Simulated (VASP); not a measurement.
A run of VASP 6.6.1:

Contents of INCAR:

```
SYSTEM = NaHF2
PREC     = Accurate       ! precision mode
ENCUT    = 520            ! plane-wave cutoff, eV
EDIFF    = 1E-8           ! SCF threshold, eV
ISMEAR   = -1             ! smearing method
SIGMA    = 0.02           ! smearing width, eV
LREAL    = .FALSE.        ! projectors in reciprocal space
LASPH    = .TRUE.         ! aspherical terms in the spheres
NELM     = 100            ! most SCF steps
ALGO     = Normal         ! electronic algorithm
ISIF     = 2              ! what is computed and relaxed
LWAVE    = .FALSE.        ! write WAVECAR
LCHARG   = .FALSE.        ! write CHGCAR
LEFG     = .TRUE.       
NBANDS   = 19             ! bands
```

Contents of KPOINTS:

```
Automatic mesh
0
G
  10 10 10
  0 0 0
```

Contents of POSCAR:

```
NaHF2
1.0
    1.7398922078      1.0045272345      4.6695925921
   -1.7398922078      1.0045272345      4.6695925921
    0.0000000000     -2.0090544691      4.6695925921
Na H F
1 1 2
Direct
    0.0000000000      0.0000000000      0.0000000000
    0.5000000000      0.5000000000      0.5000000000
    0.4100000000      0.4100000000      0.4100000000
    0.5900000000      0.5900000000      0.5900000000
```

Potentials or basis: VASP PAW LDA potentials, release 64 (Na_pv, H, F).

The run is started by

```console
$ cat potpaw_LDA.64/Na_pv/POTCAR potpaw_LDA.64/H/POTCAR potpaw_LDA.64/F/POTCAR > POTCAR
$ mpirun -np 1 vasp_std > vasp.out
```

Hardware: 1 thread of Intel(R) Xeon(R) Platinum 8488C (Sapphire Rapids), with other jobs on the host.

Question: Estimate the wall time of this run.

Answer: It took 4.5 min on 1 thread of Intel(R) Xeon(R) Platinum 8488C (Sapphire Rapids) (shared host), peak memory 0.25 GiB. Counts: scf iterations 15, k points 116.
